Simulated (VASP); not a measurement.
## Sb2Au: single point with LDA

The system is Sb2Au.

```
Sb Au
1.0
     0.00000    3.38423    3.38423
     3.38423    0.00000    3.38423
     3.38423    3.38423    0.00000
Sb Au
2 1
Cartesian
  1.6921 1.6921 1.6921
  5.0763 5.0763 5.0763
  0.0000 0.0000 0.0000
```

| Item | Value |
| --- | --- |
| Program | VASP 6.6.1 |
| Task | single point |
| Functional | LDA |
| Potentials or basis | VASP PAW LDA potentials, release 64 (Sb, Au) |
| Cutoff | 520 eV |
| k mesh | 12 × 12 × 12 |
| Occupations | fermi-dirac, width 0.15 eV |
| Spin | no spin polarisation |
| Dipole correction | no |
| Further INCAR settings | ALGO = Normal; EDIFF = 1e-07; NBANDS = 18 |

- Pressure: -1.5 GPa
- Band gap on the k mesh: zero (an odd number of electrons rules out a gap without spin polarisation)

Levels at points of the mesh, in eV from the Fermi level:
```tsv
k point	band 6	band 7	band 8	band 9	band 10	band 11	band 12	band 13	band 14	band 15
(0.00, 0.00, 0.00)	-5.04	-5.04	-0.24	-0.24	-0.24	0.61	0.61	0.61	1.31	2.74
(0.50, 0.00, 0.00)	-5.01	-5.01	-2.42	-2.15	-2.15	-1.43	0.26	0.26	4.52	6.09
(0.50, 0.50, 0.00)	-4.93	-4.89	-4.29	-4.29	-3.62	0.52	3.48	3.48	3.72	6.67
```

It took 110 s on 1 thread of Intel(R) Xeon(R) 6975P-C (Granite Rapids) (shared host), peak memory 0.23 GiB.

Caveat: spin-orbit coupling is left out, which moves the levels of the heavy elements.
